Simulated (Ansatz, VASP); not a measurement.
# ZnO in VASP and in Ansatz

INCAR

```
PREC     = Accurate       # precision mode
ENCUT    = 910            # plane-wave cutoff, eV
EDIFF    = 1E-6           # SCF threshold, eV
ISMEAR   = 0              # smearing method
SIGMA    = 0.05           # smearing width, eV
LREAL    = F              # projectors in reciprocal space
LASPH    = T              # aspherical terms in the spheres
NELM     = 120            # most SCF steps
ALGO     = Normal         # electronic algorithm
ISIF     = 2              # what is computed and relaxed
LWAVE    = F              # write WAVECAR
LCHARG   = F              # write CHGCAR
GGA      = PS             # functional
NBANDS   = 26             # bands
GGA_COMPAT= F
```

Contents of KPOINTS:

```
regular mesh
0
Gamma
  9 9 6
```

The input POSCAR:

```
ZnO
1.0
    3.2309318303      0.0000000000      0.0000000000
   -1.6154659151      2.7980690429      0.0000000000
    0.0000000000      0.0000000000      5.2153681419
Zn O
2 2
Direct
    0.3333333333      0.6666666667      0.0015754469
    0.6666666667      0.3333333333      0.5015754469
    0.3333333333      0.6666666667      0.3352736727
    0.6666666667      0.3333333333      0.8352736727
```

Input for Ansatz:

```yaml
crystal:
  lattice:
    - [3.2309318303, 0.0, 0.0]
    - [-1.6154659151, 2.7980690429, 0.0]
    - [0.0, 0.0, 5.2153681419]
  atoms:
    - { symbol: Zn, position: [0.3333333333, 0.6666666667, 0.0015754469] }
    - { symbol: Zn, position: [0.6666666667, 0.3333333333, 0.5015754469] }
    - { symbol: O, position: [0.3333333333, 0.6666666667, 0.3352736727] }
    - { symbol: O, position: [0.6666666667, 0.3333333333, 0.8352736727] }
basis:
  ecutwfc: 520.0
kpoints:
  mp_grid: { grid: [9, 9, 6] }
hamiltonian:
  xc: pbesol
  pseudopotentials: { kind: paw, azcp: { folder: soft_1 } }
scf:
  occupations: { method: gaussian, width: 0.05 }
output:
  forces: true
  stress: true
  eigenvalues: true
```

Alike in both runs: task single point; functional PBEsol; k mesh 9 × 9 × 6; occupations gaussian, width 0.05 eV; no spin polarisation.

```csv
,VASP,Ansatz
version,VASP 6.6.1,Ansatz 0.2.0
potentials or method,"VASP PAW PBE potentials, release 64 (Zn, O_h), cutoff 910 eV","scalar-relativistic, plane waves, PAW"
valence electrons in the cell,36,36
```

Ansatz gave:

* gap on the k mesh at the Fermi level (eV): 0.91
* least direct gap on the mesh (eV): 0.91
* rms of the force components (eV/Å): 1.898

Q: Estimate VASP's values.

A: gap on the k mesh at the Fermi level (eV): 0.91; least direct gap on the mesh (eV): 0.91; rms of the force components (eV/Å): 1.960.

VASP's potentials were made for PBE, not for PBEsol, and Ansatz warns of the same on its side. Atom by atom the forces differ by 0.061 eV/Å (rms over components).

Noted on VASP's run: the cutoff is short for stress, so the pressure is rough.
